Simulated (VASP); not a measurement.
Write the native input for VASP 6.6.1 that does the following.

| Quantity | Value |
| --- | --- |
| Task | single point |
| Functional | r2SCAN |
| Potentials or basis | VASP PAW PBE potentials, release 64 (Br, Sb) |
| Cutoff | 520 eV |
| k mesh | 3 × 3 × 3 |
| Occupations | methfessel-paxton, width 0.1739 eV |
| Spin | no spin polarisation |
| Dipole correction | no |
| Further INCAR settings | ALGO = Normal; EDIFF = 1e-07; NBANDS = 26 |

Crystal: Sb2Br.

```xyz
6
Lattice="0.0000 6.0646 0.0000 7.4794 -3.0323 0.0000 3.2384 0.0000 -6.9133" Properties=species:S:1:pos:R:3 pbc="T T T"
Br    6.8003    3.0323   -4.3623
Br    3.9175    0.0000   -2.5510
Sb    5.0674    0.0000   -6.1874
Sb    5.6504    3.0323   -0.7259
Sb    2.7652    3.0323   -5.1366
Sb    7.9526    0.0000   -1.7767
```

These files were run (other wordings do the same):

POSCAR

```
Sb2Br
1.0
    0.0000000000      6.0646290000      0.0000000000
    7.4793530000     -3.0323140000      0.0000000000
    3.2384160000      0.0000000000     -6.9132710000
Br Sb
2 4
Direct
    0.8180000000      0.6360000000      0.6310000000
    0.1820000000      0.3640000000      0.3690000000
    0.1450000000      0.2900000000      0.8950000000
    0.8550000000      0.7100000000      0.1050000000
    0.5240000000      0.0480000000      0.7430000000
    0.4760000000      0.9520000000      0.2570000000
```

INCAR.step1

```
PREC = Accurate ; ENCUT = 520
ISMEAR = 1 ; SIGMA = 0.1739
LREAL = F ; LASPH = T
NELM = 100 ; NBANDS = 26
GGA = PE ; ALGO = Normal
EDIFF = 1E-4 ; LWAVE = T
LCHARG = F
```

INCAR.step2

```
PREC = Accurate ; ENCUT = 520
EDIFF = 1E-7 ; ISMEAR = 1
SIGMA = 0.1739 ; LREAL = F
LASPH = T ; NELM = 100
ALGO = Normal ; ISIF = 2
LWAVE = F ; LCHARG = F
METAGGA = R2SCAN ; LMIXTAU = T
NBANDS = 26 ; ISTART = 1
```

KPOINTS

```
regular mesh
0
Gamma
  3 3 3
```

Potentials or basis: VASP PAW PBE potentials, release 64 (Br, Sb).

Run with:

```sh
$ cat potpaw_PBE.64/Br/POTCAR potpaw_PBE.64/Sb/POTCAR > POTCAR
$ cp INCAR.step1 INCAR
$ mpirun -np 1 vasp_std > vasp.out
$ cp INCAR.step2 INCAR
$ mpirun -np 1 vasp_std > vasp.out
```

It gave:

```json
{"Pressure": "-7.1 GPa", "Largest force": "1.711 eV/Å", "Band gap on the k mesh": "zero (bands 17 and 18 overlap by 0.30 eV)"}
```

Caveat: the k points lie up to 0.38 Å⁻¹ apart; the PAW data sets were made with another functional, which shifts forces and pressure a little; spin-orbit coupling is left out, which moves the levels of the heavy elements.

Run time: 3.3 min on 1 thread of Intel(R) Xeon(R) 6975P-C (Granite Rapids) (shared host), peak memory 0.49 GiB.
